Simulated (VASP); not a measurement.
Wanted: the native input for a VASP 6.6.1 run.

```
Task                   : single point
Functional             : PBE
Dispersion             : D3(BJ)
Potentials or basis    : VASP PAW PBE potentials, release 64 (Hg)
Cutoff                 : 520 eV
k mesh                 : 15 × 15 × 8
Occupations            : gaussian, width 0.15 eV
Spin                   : no spin polarisation
Dipole correction      : no
Further INCAR settings : ALGO = Fast; EDIFF = 1e-06; NBANDS = 19
```

The structure of Hg lies in POSCAR:

```
Hg
1.0
    3.4081000000      0.0000000000      0.0000000000
   -1.7040500000      2.9515011786      0.0000000000
    0.0000000000      0.0000000000      5.6033000000
Hg
2
Direct
    0.6666666667      0.3333333333      0.7500000000
    0.3333333333      0.6666666667      0.2500000000
```

The input as run:

INCAR

```
ALGO     = Fast           # electronic algorithm
EDIFF    = 1E-6           # SCF threshold, eV
ENCUT    = 520            # plane-wave cutoff, eV
GGA      = PE             # functional
ISIF     = 2              # what is computed and relaxed
ISMEAR   = 0              # smearing method
IVDW     = 12             # dispersion correction
LASPH    = T              # aspherical terms in the spheres
LCHARG   = T              # write CHGCAR
LELF     = T              # ELF
LREAL    = F              # projectors in reciprocal space
LVHAR    = T            
LWAVE    = F              # write WAVECAR
NBANDS   = 19             # bands
NELM     = 100            # most SCF steps
PREC     = Accurate       # precision mode
SIGMA    = 0.15           # smearing width, eV
```

KPOINTS

```
k-points
0
Gamma
  15 15 8
```

Potentials or basis: VASP PAW PBE potentials, release 64 (Hg).

Launch:

```sh
$ cat potpaw_PBE.64/Hg/POTCAR > POTCAR
$ mpirun -np 1 vasp_std > vasp.out
```

Results of the run:

```json
{"Pressure": "-1.0 GPa", "Band gap on the k mesh": "zero (band 12 reaches 1.06 eV, above the bottom of band 13 at 0.57 eV)", "Dispersion energy per atom": "-0.372 eV"}
```

Caveat: spin-orbit coupling is left out, which moves the levels of the heavy elements; pairwise dispersion overbinds metals, which lowers pressure and volume.

It took 3.8 min on 1 thread of AMD EPYC 7R13, with other jobs on the host, peak memory 0.24 GiB.
